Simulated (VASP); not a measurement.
# Cd (P6_3/mmc) in VASP: notebook

Runs on Cd. Level: PBEsol. Tasks: electric field gradients, density of states.

All numbers are computed with VASP 6.6.1; they aren't measurements. Logs are shortened: lines on timing, memory, paths and dates and some standing lists are left out, and cuts for length are marked.

## 1. The cell of the first run

The structure is hexagonal, space group P6_3/mmc (No. 194). Conventional cell: a = 3.028 Å, b = 3.028 Å, c = 5.710 Å, α = 90.00°, β = 90.00°, γ = 120.00°. Cd (site symmetry -6m2) has 12 Cd at 3.03 to 3.35 Å within 4.0 Å.

## 2. Electric field gradients, PBEsol (volume scaled by 1.05)

Contents of INCAR:

```
PREC     = Accurate       # precision mode
ENCUT    = 520            # plane-wave cutoff, eV
EDIFF    = 1E-8           # SCF threshold, eV
ISMEAR   = -1             # smearing method
SIGMA    = 0.05           # smearing width, eV
LREAL    = F              # projectors in reciprocal space
LASPH    = T              # aspherical terms in the spheres
NELM     = 80             # most SCF steps
ALGO     = Normal         # electronic algorithm
ISIF     = 2              # what is computed and relaxed
LWAVE    = F              # write WAVECAR
LCHARG   = F              # write CHGCAR
GGA      = PS             # functional
LEFG     = T            
NBANDS   = 19             # bands
```

Contents of KPOINTS:

```
regular mesh
0
Gamma
  14 14 7
```

Contents of POSCAR:

```
Cd
1.0
    3.0277151646      0.0000000000      0.0000000000
   -1.5138575823      2.6220782480      0.0000000000
    0.0000000000      0.0000000000      5.7097589939
Cd
2
Direct
    0.3333333333      0.6666666667      0.2500000000
    0.6666666667      0.3333333333      0.7500000000
```

Potentials or basis: VASP PAW PBE potentials, release 64 (Cd).

On the command line:

```
$ cat potpaw_PBE.64/Cd/POTCAR > POTCAR
$ mpirun -np 1 vasp_std > vasp.out
```

OUTCAR:

```text
PREC = Accurate
   ENCUT = 520
   EDIFF = 1E-8
   ISMEAR = -1
   LREAL = F
   LASPH = T
   NELM = 80
   ISIF = 2
   GGA = PS

 ion  position               nearest neighbor table
   1  0.333  0.667  0.250-   2 3.35   2 3.35   2 3.35   2 3.35   2 3.35   2 3.35
   2  0.667  0.333  0.750-   1 3.35   1 3.35   1 3.35   1 3.35   1 3.35   1 3.35

  LATTYP: Found a hexagonal cell.
 ALAT       =     3.0277151646
 C/A-ratio  =     1.8858309595

  Lattice vectors:

 A1 = (   3.0277151646,   0.0000000000,   0.0000000000)
 A2 = (  -1.5138575823,   2.6220782480,   0.0000000000)
 A3 = (   0.0000000000,   0.0000000000,   5.7097589939)

Analysis of symmetry for initial positions (statically):
=====================================================================
 Subroutine PRICEL returns:
 Original cell was already a primitive cell.

 Routine SETGRP: Setting up the symmetry group for a
 hexagonal supercell.

 Subroutine GETGRP returns: Found 24 space group operations
 (whereof 12 operations were pure point group operations)
 out of a pool of 24 trial point group operations.

The static configuration has the point symmetry D_3d.
 The point group associated with its full space group is D_6h.

Analysis of symmetry for dynamics (positions and initial velocities):
=====================================================================
 Subroutine PRICEL returns:
 Original cell was already a primitive cell.

 Routine SETGRP: Setting up the symmetry group for a
 hexagonal supercell.

 Subroutine GETGRP returns: Found 24 space group operations
 (whereof 12 operations were pure point group operations)
 out of a pool of 24 trial point group operations.

The dynamic configuration has the point symmetry D_3d.
 The point group associated with its full space group is D_6h.

 Subroutine INISYM returns: Found 24 space group operations
 (whereof 12 operations are pure point group operations),
 and found     1 'primitive' translations

----------------------------------------------------------------------------------------

                                     Primitive cell

  volume of cell :      45.3292

  direct lattice vectors                    reciprocal lattice vectors
     3.027715165  0.000000000  0.000000000     0.330282059  0.190688436  0.000000000
    -1.513857582  2.622078248  0.000000000     0.000000000  0.381376872  0.000000000
     0.000000000  0.000000000  5.709758994     0.000000000  0.000000000  0.175138741

  length of vectors
     3.027715165  3.027715165  5.709758994     0.381376872  0.381376872  0.175138741

  position of ions in fractional coordinates (direct lattice)
     0.333333333  0.666666667  0.250000000
     0.666666667  0.333333333  0.750000000

  ion indices of the primitive-cell ions
   primitive index   ion index
                 1           1
                 2           2

----------------------------------------------------------------------------------------

 KPOINTS: regular mesh

Automatic generation of k-mesh.
 Grid dimensions read from file:
 generate k-points for:   14   14    7

 Generating k-lattice:

  Cartesian coordinates                     Fractional coordinates (reciprocal lattice)
     0.023591576  0.013620603  0.000000000     0.071428571  0.000000000  0.000000000
     0.000000000  0.027241205  0.000000000     0.000000000  0.071428571  0.000000000
     0.000000000  0.000000000  0.025019820     0.000000000  0.000000000  0.142857143

  Length of vectors
     0.027241205  0.027241205  0.025019820

  Shift w.r.t. Gamma in fractional coordinates (k-lattice)
     0.000000000  0.000000000  0.000000000

 Subroutine IBZKPT returns following result:
 ===========================================

 Found     96 irreducible k-points:

 Following reciprocal coordinates:
            Coordinates               Weight
  0.000000  0.000000  0.000000      1.000000
  0.071429  0.000000  0.000000      6.000000
  0.142857  0.000000  0.000000      6.000000
  0.214286  0.000000  0.000000      6.000000
  0.285714  0.000000  0.000000      6.000000
  0.357143  0.000000  0.000000      6.000000
[... 16 lines left out ...]
  0.285714  0.285714  0.000000      6.000000
  0.357143  0.285714  0.000000      6.000000
 [... further k-points ...]
   k-points           NKPTS =     96   k-points in BZ     NKDIM =     96   number of bands    NBANDS=     19
   number of dos      NEDOS =    301   number of ions     NIONS =      2
   total plane-waves  NPLWV =  24192
   dimension x,y,z NGX =    24 NGY =   24 NGZ =   42
   dimension x,y,z NGXF=    48 NGYF=   48 NGZF=   84
   ions per type =               2
   NGX,Y,Z   is equivalent  to a cutoff of  13.18, 13.18, 12.23 a.u.
   NGXF,Y,Z  is equivalent  to a cutoff of  26.36, 26.36, 24.46 a.u.
 SYSTEM =  unknown system
   PREC   = accura    normal or accurate (medium, high low for compatibility)
   ISTART =      0    job   : 0-new  1-cont  2-samecut
   ICHARG =      2    charge: 1-file 2-atom 10-const
   ISPIN  =      1    spin polarized calculation?
   LNONCOLLINEAR =      F non collinear calculations
   LSORBIT =      F    spin-orbit coupling
   LASPH  =      T    aspherical Exc in radial PAW
   ENCUT  =  520.0 eV  38.22 Ry    6.18 a.u.   5.63  5.63 10.62*2*pi/ulx,y,z
   NELM   =     80;   NELMIN=  2; NELMDL= -5     # of ELM steps
   EDIFF  = 0.1E-07   stopping-criterion for ELM
   LREAL  =      F    real-space projection
   EDIFFG = 0.1E-06   stopping-criterion for IOM
   NSW    =      0    number of steps for IOM
   IBRION =     -1    ionic relax: 0-MD 1-quasi-New 2-CG
   NFREE  =      0    steps in history (QN), initial steepest desc. (CG)
   ISIF   =      2    stress and relaxation
   ISYM   =      2    0-nonsym 1-usesym 2-fastsym
   POTIM  = 0.5000    time-step for ionic-motion
   TEBEG  =    0.0;   TEEND  =   0.0 temperature during run
   PSTRESS=    0.0 pullay stress
   NELECT =      24.0000    total number of electrons
   NUPDOWN=      -1.0000    fix difference up-down
   EMIN   =  10.00;   EMAX   =-10.00  energy-range for DOS
   EFERMI =   0.00;   METHOD = LEGACY
   ISMEAR =    -1;   SIGMA  =   0.05  broadening in eV -4-tet -1-fermi 0-gaus
   EFERMI_NEDOS =   21; number of points for ismear=-14 and -15
   IALGO  =     38    algorithm
   IMIX   =      4    mixing-type and parameters
     AMIX     =   0.40;   BMIX     =  1.00
     AMIX_MAG =   1.60;   BMIX_MAG =  1.00
  volume/ion in A,a.u.               =      22.66       152.95
  Fermi-wavevector in a.u.,A,eV,Ry     =   1.324400  2.502753 23.865092  1.754035
  Thomas-Fermi vector in A             =   2.453937
   LORBIT       =      0    0 simple, 1 ext, 2 COOP (PROOUT), +10 PAW based schemes
   GGA     = PS    functional components
   LHFCALC =     F    Hartree Fock is set to
   AEXX    =    0.0000 exact exchange contribution
   IVDW    =     0    specifies the selected vdW correction
   LEPSILON=     F    determine dielectric tensor
   LRPA    =     F    only Hartree local field effects (RPA)
 non-spin polarized calculation
  energy-cutoff  :      520.00
  volume of cell :       45.33
 maximum number of plane-waves:      1240
 NGX is ok and might be reduce to    24
   NGX = 11   NGY = 11   NGZ = 21

 number of electron      23.9999992 magnetization

 Free energy of the ion-electron system (eV)
  ---------------------------------------------------
  ext. energy  EPLUGINS =         0.00000000
  ---------------------------------------------------
  free energy    TOTEN  =        -2.35794996 eV

  energy without entropy =       -2.35144571  energy(sigma->0) =       -2.35469783

 E-fermi :   2.4677     XC(G=0): -10.9524

 val. band max:        2.4143413828   @ k =   0.3571   0.0714   0.0000
 cond. band min:       2.4961510565   @ k =   0.5000   0.0000   0.4286
 fundamental gap:      0.0818096738
 Fermi energy:         2.4677048731

 k-point     1 :       0.0000    0.0000    0.0000
  band No.  band energies     occupation
      1      -7.1850      2.00000
      2      -6.9444      2.00000
      3      -6.6181      2.00000
      4      -6.6181      2.00000
      5      -6.5721      2.00000
      6      -6.5721      2.00000
[... 11 lines left out ...]
     18      16.8366      0.00000
     19      17.8913      0.00000
[... 485 lines left out ...]
 k-point    24 :       0.3571    0.2857    0.0000
  band No.  band energies     occupation
      1      -6.8778      2.00000
      2      -6.6986      2.00000
      3      -6.5829      2.00000
      4      -6.5491      2.00000
      5      -6.5298      2.00000
      6      -6.4019      2.00000
[... 11 lines left out ...]
     18       8.1312      0.00000
     19      10.2782      0.00000

 [... further k-points ...]

------------------------ aborting loop because EDIFF is reached ----------------------------------------

  FORCE on cell =-STRESS in cart. coord.  units (eV):
  Direction    XX          YY          ZZ          XY          YZ          ZX
  --------------------------------------------------------------------------------------
  -------------------------------------------------------------------------------------
  Total       -1.0081377     -1.0081377     -0.8364512     -0.0000000     -0.0000000      0.0000000
  in kB      -35.6329693    -35.6329693    -29.5646512     -0.0000000     -0.0000000      0.0000000
  external PRESSURE =     -33.6101966 kB  Pullay stress =       0.0000000 kB

 VOLUME and BASIS-vectors are now :
 -----------------------------------------------------------------------------
  energy-cutoff  :      520.00
  volume of cell :       45.33
      direct lattice vectors                 reciprocal lattice vectors
     3.027715165  0.000000000  0.000000000     0.330282059  0.190688436  0.000000000
    -1.513857582  2.622078248  0.000000000     0.000000000  0.381376872  0.000000000
     0.000000000  0.000000000  5.709758994     0.000000000  0.000000000  0.175138741

 POSITION                                       TOTAL-FORCE (eV/Angst)
 -----------------------------------------------------------------------------------
     -0.00000      1.74805      1.42744         0.000000     -0.000000     -0.000000
      1.51386      0.87403      4.28232        -0.000000      0.000000      0.000000
 -----------------------------------------------------------------------------------
    total drift:                               -0.000000      0.000000      0.000000

  FREE ENERGIE OF THE ION-ELECTRON SYSTEM (eV)
  ---------------------------------------------------
  free  energy   TOTEN  =        -2.3579499584 eV

  energy  without entropy=       -2.3514457103  energy(sigma->0) =       -2.35469783

 Electric field gradients (V/A^2)
---------------------------------------------------------------------
 ion       V_xx      V_yy      V_zz      V_xy      V_xz      V_yz
---------------------------------------------------------------------
   1     -37.045   -37.045    74.089     0.000     0.000    -0.000
   2     -37.045   -37.045    74.089     0.000    -0.000     0.000
---------------------------------------------------------------------

 Electric field gradients after diagonalization (V/A^2)
 (convention: |V_zz| > |V_xx| > |V_yy|)
----------------------------------------------------------------------
 ion       V_xx      V_yy      V_zz     asymmetry (V_yy - V_xx)/ V_zz
----------------------------------------------------------------------
   1     -37.045   -37.044    74.089       0.000
   2     -37.045   -37.044    74.089       0.000
----------------------------------------------------------------------

           NMR quadrupolar parameters

 Cq : quadrupolar parameter    Cq=e*Q*V_zz/h
 eta: asymmetry parameters     (V_yy - V_xx)/ V_zz
 Q  : nuclear electric quadrupole moment in mb (millibarn)
----------------------------------------------------------------------
 ion       Cq(MHz)       eta       Q (mb)
----------------------------------------------------------------------
   1       0.179       0.000       1.000
   2       0.179       0.000       1.000
----------------------------------------------------------------------
```

Run time: 90 s. Hardware: 1 thread of AMD EPYC 7R43 (Zen 3), shared host; peak memory 0.16 GiB.

What came out:

* Free energy: -2.3579 eV
* Pressure: -3.4 GPa
* Band gap on the k mesh: zero (band 12 reaches 3.71 eV, above the bottom of band 13 at -0.40 eV)

Electric field gradients, principal values (V/Å²):
| atom | least | middle | greatest (by size) |
| --- | --- | --- | --- |
| 1 Cd | -37.044 | -37.045 | 74.089 |
| 2 Cd | -37.044 | -37.045 | 74.089 |

Caveat: without QUAD_EFG the Cq values of the log hold for a quadrupole moment of 1 mb, not for the nuclei; the PAW data sets were made with another functional, which shifts forces and pressure a little.

(Continued in part 2 of 2.)
